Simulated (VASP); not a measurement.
# CuO (zincblende type) (F-43m) in VASP: notebook

CuO (zincblende type) is run at these levels: PBE; tasks: electric field gradients, single point.

Program: VASP 6.6.1. These are calculated values, not measurements. Logs are shortened: lines on timing, memory, paths and dates and some standing lists are left out, and cuts for length are marked.

## 1. The cell of the first run

Symmetry: F-43m, No. 216, cubic system. The conventional cell has a = 4.568 Å, b = 4.568 Å, c = 4.568 Å, α = 90.00°, β = 90.00°, γ = 90.00°. Within 2.6 Å of Cu (site symmetry -43m) lie 4 O at 1.98 Å. Within 2.6 Å of O (site symmetry -43m) lie 4 Cu at 1.98 Å.

## 2. Electric field gradients, PBE (11.92 Å³/atom)

The input, INCAR:

```
SYSTEM = CuO
PREC     = Accurate       ! precision mode
ENCUT    = 520            ! plane-wave cutoff, eV
EDIFF    = 1E-8           ! SCF threshold, eV
ISMEAR   = -1             ! smearing method
SIGMA    = 0.05           ! smearing width, eV
LREAL    = .FALSE.        ! projectors in reciprocal space
LASPH    = .TRUE.         ! aspherical terms in the spheres
NELM     = 100            ! most SCF steps
ALGO     = Normal         ! electronic algorithm
ISIF     = 2              ! what is computed and relaxed
LWAVE    = .FALSE.        ! write WAVECAR
LCHARG   = .FALSE.        ! write CHGCAR
GGA      = PE             ! functional
LEFG     = .TRUE.       
NBANDS   = 16             ! bands
```

The input, KPOINTS:

```
Automatic mesh
0
G
  16 16 16
  0 0 0
```

The input, POSCAR:

```
CuO
1.0
    0.0000000000      2.2841972845      2.2841972845
    2.2841972845      0.0000000000      2.2841972845
    2.2841972845      2.2841972845      0.0000000000
Cu O
1 1
Direct
    0.0000000000      0.0000000000      0.0000000000
    0.2500000000      0.2500000000      0.2500000000
```

Potentials or basis: VASP PAW PBE potentials, release 64 (Cu, O).

On the command line:

```sh
$ cat potpaw_PBE.64/Cu/POTCAR potpaw_PBE.64/O/POTCAR > POTCAR
$ mpirun -np 1 vasp_std > vasp.out
```

OUTCAR:

```text
SYSTEM = CuO
   PREC = Accurate
   ENCUT = 520
   EDIFF = 1E-8
   ISMEAR = -1
   LREAL = .FALSE.
   LASPH = .TRUE.
   NELM = 100
   ISIF = 2
   GGA = PE

 ion  position               nearest neighbor table
   1  0.000  0.000  0.000-   2 1.98   2 1.98   2 1.98   2 1.98
   2  0.250  0.250  0.250-   1 1.98   1 1.98   1 1.98   1 1.98

  LATTYP: Found a face centered cubic cell.
 ALAT       =     4.5683945690

  Lattice vectors:

 A1 = (   0.0000000000,   2.2841972845,   2.2841972845)
 A2 = (   2.2841972845,   0.0000000000,   2.2841972845)
 A3 = (   2.2841972845,   2.2841972845,   0.0000000000)

Analysis of symmetry for initial positions (statically):
=====================================================================
 Subroutine PRICEL returns:
 Original cell was already a primitive cell.

 Routine SETGRP: Setting up the symmetry group for a
 face centered cubic supercell.

 Subroutine GETGRP returns: Found 24 space group operations
 (whereof 24 operations were pure point group operations)
 out of a pool of 48 trial point group operations.

The static configuration has the point symmetry T_d .

Analysis of symmetry for dynamics (positions and initial velocities):
=====================================================================
 Subroutine PRICEL returns:
 Original cell was already a primitive cell.

 Routine SETGRP: Setting up the symmetry group for a
 face centered cubic supercell.

 Subroutine GETGRP returns: Found 24 space group operations
 (whereof 24 operations were pure point group operations)
 out of a pool of 48 trial point group operations.

The dynamic configuration has the point symmetry T_d .

 Subroutine INISYM returns: Found 24 space group operations
 (whereof 24 operations are pure point group operations),
 and found     1 'primitive' translations

----------------------------------------------------------------------------------------

                                     Primitive cell

  volume of cell :      23.8359

  direct lattice vectors                    reciprocal lattice vectors
     0.000000000  2.284197284  2.284197284    -0.218895278  0.218895278  0.218895278
     2.284197284  0.000000000  2.284197284     0.218895278 -0.218895278  0.218895278
[... 124 lines left out ...]
 Free energy of the ion-electron system (eV)
  ---------------------------------------------------
  ext. energy  EPLUGINS =         0.00000000
  ---------------------------------------------------
  free energy    TOTEN  =        -9.56191087 eV

  energy without entropy =       -9.54042971  energy(sigma->0) =       -9.55117029

 E-fermi :   3.6740     XC(G=0): -10.8756

 val. band max:        3.6610896489   @ k =   0.5000   0.0000   0.0000
 cond. band min:       3.6754954932   @ k =  -0.1875   0.1250   0.0000
 fundamental gap:      0.0144058443
 Fermi energy:         3.6740315603

 k-point     1 :       0.0000    0.0000    0.0000
  band No.  band energies     occupation
      1     -14.9911      2.00000
      2      -1.0234      2.00000
      3      -1.0234      2.00000
      4      -1.0234      2.00000
      5       1.7104      2.00000
      6       1.7104      2.00000
[... 433 lines left out ...]
      3      -0.9929      2.00000
      4      -0.9927      2.00000
      5       1.6868      2.00000
      6       1.7137      2.00000
[... 8 lines left out ...]
     15      23.1916      0.00000
     16      24.8667      0.00000

 [... further k-points ...]

------------------------ aborting loop because EDIFF is reached ----------------------------------------

  FORCE on cell =-STRESS in cart. coord.  units (eV):
  Direction    XX          YY          ZZ          XY          YZ          ZX
  --------------------------------------------------------------------------------------
  -------------------------------------------------------------------------------------
  Total       -0.4750069     -0.4750069     -0.4750069      0.0000000      0.0000000     -0.0000000
  in kB      -31.9285882    -31.9285882    -31.9285882      0.0000000      0.0000000     -0.0000000
  external PRESSURE =     -31.9285882 kB  Pullay stress =       0.0000000 kB

 VOLUME and BASIS-vectors are now :
 -----------------------------------------------------------------------------
  energy-cutoff  :      520.00
  volume of cell :       23.84
      direct lattice vectors                 reciprocal lattice vectors
     0.000000000  2.284197284  2.284197284    -0.218895278  0.218895278  0.218895278
     2.284197284  0.000000000  2.284197284     0.218895278 -0.218895278  0.218895278
     2.284197284  2.284197284  0.000000000     0.218895278  0.218895278 -0.218895278

 POSITION                                       TOTAL-FORCE (eV/Angst)
 -----------------------------------------------------------------------------------
      0.00000      0.00000      0.00000         0.000000      0.000000      0.000000
      1.14210      1.14210      1.14210        -0.000000     -0.000000     -0.000000
 -----------------------------------------------------------------------------------
    total drift:                                0.000001      0.000001      0.000001

  FREE ENERGIE OF THE ION-ELECTRON SYSTEM (eV)
  ---------------------------------------------------
  free  energy   TOTEN  =        -9.5619108684 eV

  energy  without entropy=       -9.5404297089  energy(sigma->0) =       -9.55117029

 Electric field gradients (V/A^2)
---------------------------------------------------------------------
 ion       V_xx      V_yy      V_zz      V_xy      V_xz      V_yz
---------------------------------------------------------------------
   1       0.000     0.000     0.000    -0.002    -0.002    -0.002
   2      -0.000     0.000     0.000     0.003     0.003     0.003
---------------------------------------------------------------------

 Electric field gradients after diagonalization (V/A^2)
 (convention: |V_zz| > |V_xx| > |V_yy|)
----------------------------------------------------------------------
 ion       V_xx      V_yy      V_zz     asymmetry (V_yy - V_xx)/ V_zz
----------------------------------------------------------------------
   1       0.002     0.002    -0.004       0.000
   2      -0.003    -0.003     0.005       0.000
----------------------------------------------------------------------

           NMR quadrupolar parameters

 Cq : quadrupolar parameter    Cq=e*Q*V_zz/h
 eta: asymmetry parameters     (V_yy - V_xx)/ V_zz
 Q  : nuclear electric quadrupole moment in mb (millibarn)
----------------------------------------------------------------------
 ion       Cq(MHz)       eta       Q (mb)
----------------------------------------------------------------------
   1      -0.000       0.000       1.000
   2       0.000       0.000       1.000
----------------------------------------------------------------------
```

stdout:

```text
POSCAR found type information on POSCAR CuO
 POSCAR found :  2 types and       2 ions
 scaLAPACK will be used
 LDA part: xc-table for (Slater+PW92), standard interpolation
 POSCAR, INCAR and KPOINTS ok, starting setup
 FFT: planning ... GRIDC
 FFT: planning ... GRID_SOFT
 FFT: planning ... GRID
 WAVECAR not read
 entering main loop
ion   1

ion   2
```

It took 47 s on 1 thread of Intel Xeon 6455B, shared host; peak memory 0.18 GiB.

Results:

```
Free energy                             : -9.5619 eV
Pressure                                : -3.2 GPa
Band gap on the k mesh                  : zero (an odd number of electrons rules out a gap without spin polarisation)
Largest electric field gradient by atom : zero within the noise of the run
```

Caveat: the cell stands under tension; an odd number of electrons without spin polarisation forces a metal; a magnetic or distorted state may lie lower; semilocal functionals often make such compounds metallic where correlation or magnetic order opens a gap, which also shifts bond lengths.

## 3. Electric field gradients, PBE (12.27 Å³/atom)

This run uses another cell than the first one, of 12.27 Å³/atom.

The input, INCAR:

```
PREC = Accurate ; ENCUT = 520
EDIFF = 1E-8 ; ISMEAR = -1
SIGMA = 0.05 ; LREAL = False
LASPH = True ; NELM = 100
ALGO = Normal ; ISIF = 2
LWAVE = False ; LCHARG = False
GGA = PE ; LEFG = True
NBANDS = 16
```

The input, KPOINTS:

```
regular mesh
0
Gamma
  16 16 16
```

The input, POSCAR:

```
CuO
1.0
    0.0000000000      2.3061620674      2.3061620674
    2.3061620674      0.0000000000      2.3061620674
    2.3061620674      2.3061620674      0.0000000000
Cu O
1 1
Direct
    0.0000000000      0.0000000000      0.0000000000
    0.2500000000      0.2500000000      0.2500000000
```

Potentials or basis: VASP PAW PBE potentials, release 64 (Cu, O).

On the command line:

```sh
$ cat potpaw_PBE.64/Cu/POTCAR potpaw_PBE.64/O/POTCAR > POTCAR
$ mpirun -np 1 vasp_std > vasp.out
```

OUTCAR:

```text
PREC = Accurate
   ENCUT = 520
   EDIFF = 1E-8
   ISMEAR = -1
   LREAL = False
   LASPH = True
   NELM = 100
   ISIF = 2
   GGA = PE

 ion  position               nearest neighbor table
   1  0.000  0.000  0.000-   2 2.00   2 2.00   2 2.00   2 2.00
   2  0.250  0.250  0.250-   1 2.00   1 2.00   1 2.00   1 2.00

  LATTYP: Found a face centered cubic cell.
 ALAT       =     4.6123241348

  Lattice vectors:

 A1 = (   0.0000000000,   2.3061620674,   2.3061620674)
 A2 = (   2.3061620674,   0.0000000000,   2.3061620674)
 A3 = (   2.3061620674,   2.3061620674,   0.0000000000)

Analysis of symmetry for initial positions (statically):
=====================================================================
 Subroutine PRICEL returns:
 Original cell was already a primitive cell.

 Routine SETGRP: Setting up the symmetry group for a
 face centered cubic supercell.

 Subroutine GETGRP returns: Found 24 space group operations
 (whereof 24 operations were pure point group operations)
 out of a pool of 48 trial point group operations.

The static configuration has the point symmetry T_d .

Analysis of symmetry for dynamics (positions and initial velocities):
=====================================================================
 Subroutine PRICEL returns:
 Original cell was already a primitive cell.

 Routine SETGRP: Setting up the symmetry group for a
 face centered cubic supercell.

 Subroutine GETGRP returns: Found 24 space group operations
 (whereof 24 operations were pure point group operations)
 out of a pool of 48 trial point group operations.

[... 157 lines left out ...]
      2      -1.1621      2.00000
      3      -1.1621      2.00000
      4      -1.1621      2.00000
      5       1.4619      2.00000
      6       1.4619      2.00000
[... 433 lines left out ...]
      3      -1.1328      2.00000
      4      -1.1326      2.00000
      5       1.4397      2.00000
      6       1.4651      2.00000
[... 8 lines left out ...]
     15      22.6810      0.00000
     16      24.2957      0.00000

 [... further k-points ...]

------------------------ aborting loop because EDIFF is reached ----------------------------------------

  FORCE on cell =-STRESS in cart. coord.  units (eV):
  Direction    XX          YY          ZZ          XY          YZ          ZX
  --------------------------------------------------------------------------------------
  -------------------------------------------------------------------------------------
  Total       -0.9879534     -0.9879534     -0.9879534     -0.0000000     -0.0000000      0.0000000
  in kB      -64.5279062    -64.5279062    -64.5279062     -0.0000000     -0.0000000      0.0000000
  external PRESSURE =     -64.5279062 kB  Pullay stress =       0.0000000 kB

 VOLUME and BASIS-vectors are now :
 -----------------------------------------------------------------------------
  energy-cutoff  :      520.00
  volume of cell :       24.53
      direct lattice vectors                 reciprocal lattice vectors
     0.000000000  2.306162067  2.306162067    -0.216810435  0.216810435  0.216810435
     2.306162067  0.000000000  2.306162067     0.216810435 -0.216810435  0.216810435
     2.306162067  2.306162067  0.000000000     0.216810435  0.216810435 -0.216810435

 POSITION                                       TOTAL-FORCE (eV/Angst)
 -----------------------------------------------------------------------------------
      0.00000      0.00000      0.00000         0.000000      0.000000      0.000000
      1.15308      1.15308      1.15308        -0.000000     -0.000000     -0.000000
 -----------------------------------------------------------------------------------
    total drift:                                0.000001      0.000001      0.000000

  FREE ENERGIE OF THE ION-ELECTRON SYSTEM (eV)
  ---------------------------------------------------
  free  energy   TOTEN  =        -9.5416317694 eV

  energy  without entropy=       -9.5194345781  energy(sigma->0) =       -9.53053317

 Electric field gradients (V/A^2)
---------------------------------------------------------------------
 ion       V_xx      V_yy      V_zz      V_xy      V_xz      V_yz
---------------------------------------------------------------------
   1       0.000     0.000     0.000    -0.003    -0.003    -0.003
   2      -0.000     0.000    -0.000     0.003     0.003     0.003
---------------------------------------------------------------------

 Electric field gradients after diagonalization (V/A^2)
 (convention: |V_zz| > |V_xx| > |V_yy|)
----------------------------------------------------------------------
 ion       V_xx      V_yy      V_zz     asymmetry (V_yy - V_xx)/ V_zz
----------------------------------------------------------------------
   1       0.003     0.003    -0.006       0.000
   2      -0.003    -0.003     0.007       0.000
----------------------------------------------------------------------

           NMR quadrupolar parameters

 Cq : quadrupolar parameter    Cq=e*Q*V_zz/h
 eta: asymmetry parameters     (V_yy - V_xx)/ V_zz
 Q  : nuclear electric quadrupole moment in mb (millibarn)
----------------------------------------------------------------------
 ion       Cq(MHz)       eta       Q (mb)
----------------------------------------------------------------------
   1      -0.000       0.000       1.000
   2       0.000       0.000       1.000
----------------------------------------------------------------------
```

OSZICAR:

```text
N       E                     dE             d eps       ncg     rms          rms(c)
DAV:   1     0.913025751214E+02    0.91303E+02   -0.82533E+03  5040   0.150E+03
DAV:   2    -0.699683307876E+01   -0.98299E+02   -0.87383E+02  4984   0.274E+02
DAV:   3    -0.125357043459E+02   -0.55389E+01   -0.52783E+01  5736   0.665E+01
DAV:   4    -0.126079745738E+02   -0.72270E-01   -0.72229E-01  5280   0.745E+00
DAV:   5    -0.126093216018E+02   -0.13470E-02   -0.13470E-02  6272   0.108E+00    0.120E+01
DAV:   6    -0.116537001872E+02    0.95562E+00   -0.20546E+01  5312   0.116E+02    0.105E+01
DAV:   7    -0.954828118722E+01    0.21054E+01   -0.70561E+00  5992   0.915E+01    0.162E+00
DAV:   8    -0.956451809843E+01   -0.16237E-01   -0.42617E-01  4880   0.559E+00    0.109E+00
DAV:   9    -0.954451050947E+01    0.20008E-01   -0.47421E-02  8072   0.503E+00    0.488E-01
DAV:  10    -0.954163871451E+01    0.28718E-02   -0.70861E-03  7192   0.174E+00    0.242E-01
DAV:  11    -0.954154307883E+01    0.95636E-04   -0.22464E-03  5352   0.446E-01    0.503E-02
DAV:  12    -0.954158696997E+01   -0.43891E-04   -0.63388E-05  6456   0.123E-01    0.527E-02
DAV:  13    -0.954163374496E+01   -0.46775E-04   -0.66857E-05  5936   0.102E-01    0.134E-02
DAV:  14    -0.954163213870E+01    0.16063E-05   -0.23454E-06  6984   0.261E-02    0.718E-03
DAV:  15    -0.954163177592E+01    0.36278E-06   -0.18800E-06  5712   0.132E-02    0.486E-04
DAV:  16    -0.954163176937E+01    0.65470E-08   -0.23298E-08  5792   0.173E-03
   1 F= -.95416318E+01 E0= -.95305332E+01  d E =-.221972E-01
```

stdout:

```text
POSCAR found type information on POSCAR CuO
 POSCAR found :  2 types and       2 ions
 scaLAPACK will be used
 LDA part: xc-table for (Slater+PW92), standard interpolation
 POSCAR, INCAR and KPOINTS ok, starting setup
 FFT: planning ... GRIDC
 FFT: planning ... GRID_SOFT
 FFT: planning ... GRID
 WAVECAR not read
 entering main loop
ion   1

ion   2
```

Wall time 62 s (1 thread of AMD EPYC 7R43 (Zen 3), shared host); peak memory 0.14 GiB.

Results:

| Property | Result |
| --- | --- |
| Free energy | -9.5416 eV |
| Pressure | -6.5 GPa |
| Band gap on the k mesh | zero (an odd number of electrons rules out a gap without spin polarisation) |
| Largest electric field gradient by atom | zero within the noise of the run |

Caveat: the cell stands under tension; an odd number of electrons without spin polarisation forces a metal; a magnetic or distorted state may lie lower; semilocal functionals often make such compounds metallic where correlation or magnetic order opens a gap, which also shifts bond lengths.

## 4. Single point, PBE

This run uses another cell than the first one, of 11.57 Å³/atom.

The input, POSCAR:

```
CuO
1.0
    0.0000000000      2.2618017513      2.2618017513
    2.2618017513      0.0000000000      2.2618017513
    2.2618017513      2.2618017513      0.0000000000
Cu O
1 1
Direct
    0.0000000000      0.0000000000      0.0000000000
    0.2500000000      0.2500000000      0.2500000000
```

The input, INCAR.step1:

```
PREC = Accurate
ENCUT = 520
EDIFF = 1E-6
ISMEAR = -1
SIGMA = 0.05
LREAL = False
LASPH = True
NELM = 100
ALGO = Normal
ISIF = 2
LWAVE = False
LCHARG = True
LMAXMIX = 4
GGA = PE
NBANDS = 16
```

The input, KPOINTS.step1:

```
regular mesh
0
Gamma
  16 16 16
```

The input, INCAR.step2:

```
PREC = Accurate
ENCUT = 520
EDIFF = 1E-6
ISMEAR = -5
SIGMA = 0.05
LREAL = False
LASPH = True
NELM = 100
ALGO = Normal
ISIF = 2
LWAVE = False
LCHARG = False
LMAXMIX = 4
GGA = PE
LORBIT = 11
NEDOS = 2001
ICHARG = 11
```

The input, KPOINTS.step2:

```
regular mesh
0
Gamma
  24 24 24
```

On the command line:

```sh
$ cat potpaw_PBE.64/Cu/POTCAR potpaw_PBE.64/O/POTCAR > POTCAR
$ cp INCAR.step1 INCAR
$ cp KPOINTS.step1 KPOINTS
$ mpirun -np 1 vasp_std > vasp.out
$ cp INCAR.step2 INCAR
$ cp KPOINTS.step2 KPOINTS
$ mpirun -np 1 vasp_std > vasp.out
```

Run time: 95 s. Hardware: 1 thread of AMD EPYC 7R43 (Zen 3), shared host; peak memory 0.2 GiB.

The run converged. Its results:

| Property | Result |
| --- | --- |
| Valence electrons inside the program's atomic spheres | Cu 9.88; O 4.94 |

Levels at points of the mesh, in eV from the Fermi level:
```tsv
k point	band 7	band 8	band 9	band 10	band 11	band 12
(0.00, 0.00, 0.00)	0.81	0.81	0.81	1.00	14.39	14.39
(0.50, 0.00, 0.00)	-1.80	-0.01	-0.01	6.17	7.93	13.99
(0.50, 0.50, 0.00)	-1.39	-1.13	-1.13	5.87	10.00	11.57
```

Caveat: an odd number of electrons without spin polarisation forces a metal; a magnetic or distorted state may lie lower; semilocal functionals often make such compounds metallic where correlation or magnetic order opens a gap, which also shifts bond lengths; tetrahedron occupations give inexact forces and stress in metals.

## 5. Summary

```csv
task,cell,k mesh for the DOS,occupations for the DOS,gap on the mesh (eV),pressure (GPa)
electric field gradients,"a = 3.230 Å, angles 60.0°, 2 atoms",-,-,none,-3.2
electric field gradients,"a = 3.261 Å, angles 60.0°, 2 atoms",-,-,none,-6.5
single point,"a = 3.199 Å, angles 60.0°, 2 atoms",24 × 24 × 24,tetrahedron,-,-
```

Alike in all rows: level PBE; potentials or basis VASP PAW PBE potentials, release 64 (Cu, O); no spin polarisation; k mesh 16 × 16 × 16; cutoff (eV) 520; smearing fermi-dirac 0.05 eV.

Caveats: an odd number of electrons without spin polarisation forces a metal; a magnetic or distorted state may lie lower; semilocal functionals often make such compounds metallic where correlation or magnetic order opens a gap, which also shifts bond lengths; the cell stands under tension (at least some runs); tetrahedron occupations give inexact forces and stress in metals (at least some runs).

Total energies depend on the potentials used, so only differences within one code and one set of settings carry meaning.
